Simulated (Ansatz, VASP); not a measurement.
# One calculation of Mg2O, two programs

File INCAR:

```
SYSTEM = Mg2O
PREC     = Accurate       ! precision mode
ENCUT    = 600            ! plane-wave cutoff, eV
EDIFF    = 1E-6           ! SCF threshold, eV
ISMEAR   = 0              ! smearing method
SIGMA    = 0.1            ! smearing width, eV
LREAL    = .False.        ! projectors in reciprocal space
LASPH    = .True.         ! aspherical terms in the spheres
NELM     = 100            ! most SCF steps
ALGO     = Normal         ! electronic algorithm
ISIF     = 3              ! what is computed and relaxed
LWAVE    = .False.        ! write WAVECAR
LCHARG   = .False.        ! write CHGCAR
GGA      = PE             ! functional
IBRION   = 2              ! ionic algorithm
NSW      = 90             ! ionic steps
EDIFFG   = -0.04          ! ionic threshold
```

Contents of KPOINTS:

```
Automatic mesh
0
Gamma
  6 6 6
  0 0 0
```

File POSCAR:

```
Mg2O
1.0
   -2.1045572273      2.1045572273      5.2900283913
    2.1045572273     -2.1045572273      5.2900283913
    2.1045572273      2.1045572273     -5.2900283913
Mg O
4 2
Direct
    0.2066000000      0.2066000000      0.0000000000
    0.9566000000      0.4566000000      0.5000000000
    0.5434000000      0.0434000000      0.5000000000
    0.7934000000      0.7934000000      0.0000000000
    0.0000000000      0.0000000000      0.0000000000
    0.7500000000      0.2500000000      0.5000000000
```

Input for Ansatz:

```yaml
crystal:
  lattice:
    - [-2.1045572273, 2.1045572273, 5.2900283913]
    - [2.1045572273, -2.1045572273, 5.2900283913]
    - [2.1045572273, 2.1045572273, -5.2900283913]
  atoms:
    - { symbol: Mg, position: [0.2066, 0.2066, 0.0] }
    - { symbol: Mg, position: [0.9566, 0.4566, 0.5] }
    - { symbol: Mg, position: [0.5434, 0.0434, 0.5] }
    - { symbol: Mg, position: [0.7934, 0.7934, 0.0] }
    - { symbol: O, position: [0.0, 0.0, 0.0] }
    - { symbol: O, position: [0.75, 0.25, 0.5] }
basis:
  ecutwfc: 420
kpoints:
  mp_grid: { grid: [6, 6, 6] }
hamiltonian:
  xc: pbe
scf:
  occupations: { method: gaussian, width: 0.1 }
  lower_state_search: "off"
output:
  forces: true
  stress: true
  eigenvalues: true
relax:
  adjacent_minimum: "off"
  f_tol: 0.04
  max_steps: 70
  cell: { stress_tol: 0.4 }
```

Alike in both runs: task relaxation of cell and atoms; functional PBE; k mesh 6 × 6 × 6; occupations gaussian, width 0.1 eV; no spin polarisation.

|  | VASP | Ansatz |
| --- | --- | --- |
| version | VASP 6.6.1 | Ansatz 0.2.0 |
| potentials or method | VASP PAW PBE potentials, release 64 (Mg, O), cutoff 600 eV | scalar-relativistic, plane waves, PAW |
| valence electrons in the cell | 20 | 52 |

VASP gave:

- gap on the k mesh at the Fermi level, each at its own relaxed structure (eV): none
- relaxed volume (Å³/atom): 13.91
- relaxed length of the cell vector where the two differ most in proportion (Å): 5.379

**Question.** Which values does Ansatz return?

**Answer.** gap on the k mesh at the Fermi level, each at its own relaxed structure (eV): none; relaxed volume (Å³/atom): 13.98; relaxed length of the cell vector where the two differ most in proportion (Å): 5.380.

A gap of «none» marks a metal or a gap that the smearing closes. VASP's potentials hold 20 valence electrons a cell and Ansatz's 52, so a difference there can come from the potentials and not from the codes.
